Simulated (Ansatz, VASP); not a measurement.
**Bi: VASP beside Ansatz**

File INCAR:

```
PREC = Accurate
ENCUT = 520
EDIFF = 1E-6
ISMEAR = -1
SIGMA = 0.1
LREAL = F
LASPH = T
NELM = 60
ALGO = Normal
ISIF = 2
LWAVE = F
LCHARG = F
GGA = CA
NBANDS = 22
```

File KPOINTS:

```
Automatic mesh
0
Gamma
  12 12 6
```

POSCAR

```
Bi
1.0
    3.5924050535      0.0000000000      0.0000000000
   -1.7962025268      3.1111140370      0.0000000000
    0.0000000000      0.0000000000      5.8881980198
Bi
2
Direct
    0.3333333333      0.6666666667      0.2500000000
    0.6666666667      0.3333333333      0.7500000000
```

Input for Ansatz:

```yaml
crystal:
  lattice:
    - [3.5924050535, 0.0, 0.0]
    - [-1.7962025268, 3.111114037, 0.0]
    - [0.0, 0.0, 5.8881980198]
  atoms:
    - { symbol: Bi, position: [0.3333333333, 0.6666666667, 0.25] }
    - { symbol: Bi, position: [0.6666666667, 0.3333333333, 0.75] }
hamiltonian:
  xc: lda
  pseudopotentials:
    kind: paw
    azcp:
      Bi: "pseudopotentials/Bi.paw.azcp"
basis:
  ecutwfc: 420
  fft_grid_basis: typed
kpoints:
  mp_grid: { grid: [12, 12, 6], shift: [0, 0, 0] }
magnetization:
  spin_polarized: false
scf:
  occupations: { method: fermi_dirac, width: 0.1 }
  lower_state_search: "off"
output:
  stress: true
```

Alike in both runs: task single point; functional LDA; k mesh 12 × 12 × 6; occupations fermi-dirac, width 0.1 eV; no spin polarisation.

```csv
,VASP,Ansatz
version,VASP 6.6.1,Ansatz 0.2.0
potentials or method,"VASP PAW LDA potentials, release 64 (Bi_d), cutoff 520 eV","plane waves (420 eV) with PAW, scalar-relativistic"
valence electrons in the cell,30,30
```

|  | VASP | Ansatz | Ansatz less VASP |
| --- | --- | --- | --- |
| pressure (GPa) | -5.7 | -5.7 | -0.03 |
| traceless stress, the component that is largest in VASP (GPa) | 0.64 | 0.65 | +0.007 |

Ansatz warns that its potentials were made for another functional, while VASP's fit it. LDA's correlation is that of Perdew and Zunger in VASP and of Perdew and Wang (1992) in Ansatz.

Neither program's run includes spin-orbit coupling.
